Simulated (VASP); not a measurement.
# C (Pm-3m) in VASP: notebook, part 2 of 2

VASP 6.6.1.

## (3) Single point, LDA

This run uses another cell than the first one, of 5.27 Å³/atom, 0.976 times its volume.

INCAR

```
SYSTEM = C
PREC     = Accurate       ! precision mode
ENCUT    = 520            ! plane-wave cutoff, eV
EDIFF    = 1E-6           ! SCF threshold, eV
ISMEAR   = -1             ! smearing method
SIGMA    = 0.1            ! smearing width, eV
LREAL    = .FALSE.        ! projectors in reciprocal space
LASPH    = .TRUE.         ! aspherical terms in the spheres
NELM     = 60             ! most SCF steps
ALGO     = Normal         ! electronic algorithm
ISIF     = 2              ! what is computed and relaxed
LWAVE    = .FALSE.        ! write WAVECAR
LCHARG   = .TRUE.         ! write CHGCAR
LELF     = .TRUE.         ! ELF
LVHAR    = .TRUE.       
NBANDS   = 8              ! bands
```

KPOINTS

```
Automatic mesh
0
G
  9 9 9
  0 0 0
```

POSCAR

```
C
1.0
    1.7398740812      0.0000000000      0.0000000000
    0.0000000000      1.7398740812      0.0000000000
    0.0000000000      0.0000000000      1.7398740812
C
1
Direct
    0.0000000000      0.0000000000      0.0000000000
```

Potentials or basis: VASP PAW LDA potentials, release 64 (C).

Started as:

```
cat potpaw_LDA.64/C/POTCAR > POTCAR
mpirun -np 1 vasp_std > vasp.out
```

OUTCAR:

```text
SYSTEM = C
   PREC = Accurate
   ENCUT = 520
   EDIFF = 1E-6
   ISMEAR = -1
   LREAL = .FALSE.
   LASPH = .TRUE.
   NELM = 60
   ISIF = 2

 ion  position               nearest neighbor table
   1  0.000  0.000  0.000-

  LATTYP: Found a simple cubic cell.
 ALAT       =     1.7398740812

  Lattice vectors:

 A1 = (   1.7398740812,   0.0000000000,   0.0000000000)
 A2 = (   0.0000000000,   1.7398740812,   0.0000000000)
 A3 = (   0.0000000000,   0.0000000000,   1.7398740812)

[... 440 lines left out ...]
      7      50.2384      0.00000
      8      60.9459      0.00000

 [... further k-points ...]

------------------------ aborting loop because EDIFF is reached ----------------------------------------

  FORCE on cell =-STRESS in cart. coord.  units (eV):
  Direction    XX          YY          ZZ          XY          YZ          ZX
  --------------------------------------------------------------------------------------
  -------------------------------------------------------------------------------------
  Total        0.3694725      0.3694725      0.3694725     -0.0000000     -0.0000000     -0.0000000
  in kB      112.3930010    112.3930010    112.3930010     -0.0000000     -0.0000000     -0.0000000
  external PRESSURE =     112.3930010 kB  Pullay stress =       0.0000000 kB

 VOLUME and BASIS-vectors are now :
 -----------------------------------------------------------------------------
  energy-cutoff  :      520.00
  volume of cell :        5.27
      direct lattice vectors                 reciprocal lattice vectors
     1.739874081  0.000000000  0.000000000     0.574754237  0.000000000  0.000000000
     0.000000000  1.739874081  0.000000000     0.000000000  0.574754237  0.000000000
     0.000000000  0.000000000  1.739874081     0.000000000  0.000000000  0.574754237

 POSITION                                       TOTAL-FORCE (eV/Angst)
 -----------------------------------------------------------------------------------
      0.00000      0.00000      0.00000         0.000000      0.000000      0.000000
 -----------------------------------------------------------------------------------
    total drift:                               -0.000000     -0.000000     -0.000000

  FREE ENERGIE OF THE ION-ELECTRON SYSTEM (eV)
  ---------------------------------------------------
  free  energy   TOTEN  =        -7.5050869399 eV

  energy  without entropy=       -7.4963729315  energy(sigma->0) =       -7.50072994
```

OSZICAR:

```text
N       E                     dE             d eps       ncg     rms          rms(c)
DAV:   1    -0.646588901213E+01   -0.64659E+01   -0.29203E+03   672   0.523E+02
DAV:   2    -0.755267693771E+01   -0.10868E+01   -0.10511E+01   752   0.258E+01
DAV:   3    -0.755440843677E+01   -0.17315E-02   -0.17302E-02   648   0.106E+00
DAV:   4    -0.755440872555E+01   -0.28878E-06   -0.28844E-06   824   0.120E-02
DAV:   5    -0.755440872512E+01    0.42689E-09   -0.86666E-10   664   0.993E-05    0.224E+00
DAV:   6    -0.751855131342E+01    0.35857E-01   -0.21570E-02   592   0.902E-01    0.136E+00
DAV:   7    -0.750515923997E+01    0.13392E-01   -0.29087E-02   600   0.106E+00    0.191E-01
DAV:   8    -0.750508792304E+01    0.71317E-04   -0.15402E-04   600   0.940E-02    0.138E-02
DAV:   9    -0.750508687939E+01    0.10436E-05   -0.33441E-06   760   0.130E-02    0.900E-03
DAV:  10    -0.750508693987E+01   -0.60474E-07   -0.28959E-08   368   0.169E-03
   1 F= -.75050869E+01 E0= -.75007299E+01  d E =-.871401E-02
```

stdout:

```text
POSCAR found type information on POSCAR C
 POSCAR found :  1 types and       1 ions
 scaLAPACK will be used
 LDA part: xc-table for (Slater(with rela. corr.)+CA(PZ))
 , standard interpolation
 POSCAR, INCAR and KPOINTS ok, starting setup
 FFT: planning ... GRIDC
 FFT: planning ... GRID_SOFT
 FFT: planning ... GRID
 WAVECAR not read
 entering main loop
```

Wall time 0.8 s (1 thread of Intel Xeon 6975P-C (Granite Rapids), shared host); peak memory 0.1 GiB.

Results:

```
Free energy            : -7.5051 eV
Pressure               : 11.2 GPa
Band gap on the k mesh : zero (band 2 reaches 21.51 eV, above the bottom of band 3 at 10.77 eV)
```

Caveat: the k points lie up to 0.40 Å⁻¹ apart.

## (4) Single point, LDA

This run uses another cell than the first one, of 5.15 Å³/atom, 0.954 times its volume.

INCAR

```
ALGO     = Normal         # electronic algorithm
EDIFF    = 1E-6           # SCF threshold, eV
ENCUT    = 520            # plane-wave cutoff, eV
GGA      = CA             # functional
ISIF     = 2              # what is computed and relaxed
ISMEAR   = -1             # smearing method
LASPH    = T              # aspherical terms in the spheres
LCHARG   = F              # write CHGCAR
LREAL    = F              # projectors in reciprocal space
LWAVE    = F              # write WAVECAR
NBANDS   = 8              # bands
NELM     = 60             # most SCF steps
PREC     = Accurate       # precision mode
SIGMA    = 0.1            # smearing width, eV
```

KPOINTS

```
k-points
0
Gamma
  9 9 9
```

POSCAR

```
C
1.0
    1.7271655598      0.0000000000      0.0000000000
    0.0000000000      1.7271655598      0.0000000000
    0.0000000000      0.0000000000      1.7271655598
C
1
Direct
    0.0000000000      0.0000000000      0.0000000000
```

Started as:

```
cat potpaw_LDA.64/C/POTCAR > POTCAR
mpirun -np 1 vasp_std > vasp.out
```

It took 0.8 s on 1 thread of Intel Xeon 6975P-C (Granite Rapids), shared host; peak memory 0.1 GiB.

It converged, with:

| Item | Value |
| --- | --- |
| Free energy | -7.4934 eV |
| Pressure | 21.2 GPa |
| Band gap on the k mesh | zero (band 2 reaches 22.06 eV, above the bottom of band 3 at 11.11 eV) |

Levels at points of the mesh, in eV from the Fermi level:
```
           k point  band 1  band 2  band 3  band 4  band 5  band 6  band 7
(0.00, 0.00, 0.00)  -23.76    9.29    9.29    9.29   25.87   25.87   32.47
```

Caveat: the k points lie up to 0.40 Å⁻¹ apart.

## (5) Single point, LDA

This run uses another cell than the first one, of 5.05 Å³/atom, 0.935 times its volume.

INCAR

```
ALGO = Normal ; EDIFF = 1E-6
ENCUT = 520 ; GGA = CA
ISIF = 2 ; ISMEAR = -1
LASPH = True ; LCHARG = False
LREAL = False ; LWAVE = False
NBANDS = 8 ; NELM = 100
PREC = Accurate ; SIGMA = 0.1
```

KPOINTS is that of step 4.

POSCAR

```
C
1.0
    1.7154212912      0.0000000000      0.0000000000
    0.0000000000      1.7154212912      0.0000000000
    0.0000000000      0.0000000000      1.7154212912
C
1
Direct
    0.0000000000      0.0000000000      0.0000000000
```

Started as:

```
cat potpaw_LDA.64/C/POTCAR > POTCAR
mpirun -np 1 vasp_std > vasp.out
```

Wall time 0.7 s (1 thread of Intel Xeon 6975P-C (Granite Rapids), shared host); peak memory 0.1 GiB.

It converged, with:

```yaml
Free_energy: -7.4762 eV
Pressure: 31.3 GPa
Band_gap_on_the_k_mesh: zero (band 2 reaches 22.59 eV, above the bottom of band 3 at 11.43 eV)
```

Levels at points of the mesh, in eV from the Fermi level:
```
           k point  band 1  band 2  band 3  band 4  band 5  band 6  band 7
(0.00, 0.00, 0.00)  -24.07    9.48    9.48    9.48   26.11   26.11   33.03
```

Caveat: the k points lie up to 0.41 Å⁻¹ apart.

## (6) Relaxation of cell and atoms, LDA

This run uses another cell than the first one, of 7.41 Å³/atom, 1.374 times its volume.

INCAR

```
SYSTEM = C
PREC     = Accurate       ! precision mode
ENCUT    = 600            ! plane-wave cutoff, eV
EDIFF    = 1E-6           ! SCF threshold, eV
ISMEAR   = -1             ! smearing method
SIGMA    = 0.1            ! smearing width, eV
LREAL    = .False.        ! projectors in reciprocal space
LASPH    = .True.         ! aspherical terms in the spheres
NELM     = 100            ! most SCF steps
ALGO     = Normal         ! electronic algorithm
ISIF     = 3              ! what is computed and relaxed
LWAVE    = .False.        ! write WAVECAR
LCHARG   = .False.        ! write CHGCAR
IBRION   = 2              ! ionic algorithm
NSW      = 80             ! ionic steps
EDIFFG   = -0.02          ! ionic threshold
```

KPOINTS

```
regular mesh
0
Gamma
  9 9 9
  0 0 0
```

POSCAR

```
C
1.0
    1.9500000000      0.0000000000      0.0000000000
    0.0000000000      1.9500000000      0.0000000000
    0.0000000000      0.0000000000      1.9500000000
C
1
Direct
    0.0000000000      0.0000000000      0.0000000000
```

Potentials or basis: VASP PAW LDA potentials, release 64 (C).

Started as:

```
cat potpaw_LDA.64/C/POTCAR > POTCAR
mpirun -np 1 vasp_std > vasp.out
```

Run time: 1.1 s. Hardware: 1 thread of Intel Xeon 6975P-C (Granite Rapids), shared host; peak memory 0.1 GiB.

Results (log left out):

```
Free energy                            : -7.5185 eV
Relaxed volume                         : 5.40 Å³/atom
Relaxed cell                           : a = 1.755 Å, b = 1.755 Å, c = 1.755 Å, α = 90.00°, β = 90.00°, γ = 90.00°
Space group after relaxing (to 0.05 Å) : Pm-3m (No. 221)
Energy gained by relaxing              : 521.1 meV/atom
Ionic steps                            : 3
Pressure after relaxing                : 0.0 GPa
Band gap on the k mesh                 : zero (band 2 reaches 20.87 eV, above the bottom of band 3 at 10.22 eV)
```

The path:
```
step  energy change (eV)  largest force (eV/Å)  pressure (GPa)  volume (Å³)
   1              0.0000                0.0000          -61.11         7.41
   2             -0.4107                0.0000           62.28         4.78
   3             -0.5211                0.0000            0.00         5.40
```

Final structure:
```xyz
1
Lattice="1.7549 0.0000 0.0000 0.0000 1.7549 0.0000 0.0000 0.0000 1.7549" Properties=species:S:1:pos:R:3 pbc="T T T"
C     0.0000    0.0000    0.0000
```

Levels at points of the mesh, in eV from the Fermi level:
| k point | band 1 | band 2 | band 3 | band 4 | band 5 | band 6 |
| --- | --- | --- | --- | --- | --- | --- |
| (0.00, 0.00, 0.00) | -23.04 | 8.86 | 8.86 | 8.86 | 25.35 | 25.35 |

Caveat: the volume moved by over 15 % at a fixed basis, so the end points are rough.

## (7) Summary

| task | cell | cutoff (eV) | gap on the mesh (eV) | pressure (GPa) |
| --- | --- | --- | --- | --- |
| single point | a = 1.754 Å, 1 atom | 520 | none | 1.0 |
| single point | a = 1.740 Å, 1 atom | 520 | none | 11.2 |
| single point | a = 1.727 Å, 1 atom | 520 | none | 21.2 |
| single point | a = 1.715 Å, 1 atom | 520 | none | 31.3 |
| relaxation of cell and atoms | relaxed from a = 1.950 Å, 1 atom | 600 | none | 0.0 |

Alike in all rows: level LDA; potentials or basis VASP PAW LDA potentials, release 64 (C); no spin polarisation; k mesh 9 × 9 × 9; smearing fermi-dirac 0.1 eV.

Caveats: some runs use coarse meshes; the volume moved by over 15 % at a fixed basis, so the end points are rough (some runs).

Absolute energies hang on the potentials; compare differences alone.
